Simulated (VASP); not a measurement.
**Al2O3: single point with RPBE+D3(BJ)**

Al2O3:

```
Al O
1.0
     4.62078    0.00000    0.00000
     0.00000    9.38836    0.00000
     0.00000    0.00000    2.99874
Al O
4 6
Cartesian
  4.4659 7.7203 0.0000
  0.1549 1.6680 0.0000
  2.1555 6.3622 1.4994
  2.4653 3.0262 1.4994
  2.3104 4.6942 1.4994
  0.4545 6.9427 1.4994
  1.8559 2.2485 0.0000
  2.7649 7.1398 0.0000
  0.0000 0.0000 0.0000
  4.1662 2.4456 1.4994
```

```yaml
Program: VASP 6.6.1
Task: single point
Functional: RPBE
Dispersion: D3(BJ)
Potentials_or_basis: VASP PAW PBE potentials, release 64 (Al, O)
Cutoff: 520 eV
k_mesh: 6 × 3 × 9
Occupations: fermi-dirac, width 0.05 eV
Spin: no spin polarisation
```

* Pressure: -0.4 GPa
* Largest force: 0.026 eV/Å
* Band gap on the k mesh: 3.79 eV
* Dispersion energy per atom: -0.609 eV

Forces in eV/Å, atoms in the order of the input:
```
Al  -0.014 -0.010  0.000
Al   0.014  0.010  0.000
Al  -0.014  0.010  0.000
Al   0.014 -0.010  0.000
O    0.000  0.000  0.000
O    0.014  0.022  0.000
O   -0.014  0.022  0.000
O    0.014 -0.022  0.000
O    0.000  0.000  0.000
O   -0.014 -0.022  0.000
```

Stress tensor (GPa, compression positive):
```
-0.43  0.00  0.00
 0.00 -0.41  0.00
 0.00  0.00 -0.50
```

Levels at points of the mesh, in eV from the valence-band top:
| k point | band 22 | band 23 | band 24 | band 25 | band 26 | band 27 |
| --- | --- | --- | --- | --- | --- | --- |
| (0.00, 0.00, 0.00) | -0.86 | -0.06 | 0.00 | 3.79 | 5.47 | 6.61 |
| (0.50, 0.00, 0.00) | -1.03 | -0.02 | -0.02 | 6.29 | 6.29 | 6.83 |

Wall time 80 s on 1 thread of Intel(R) Xeon(R) 6975P-C (Granite Rapids), with other jobs on the host, peak memory 0.31 GiB.

Caveat: the PAW data sets were made with another functional, which shifts forces and pressure a little. A k mesh can miss the band edges.
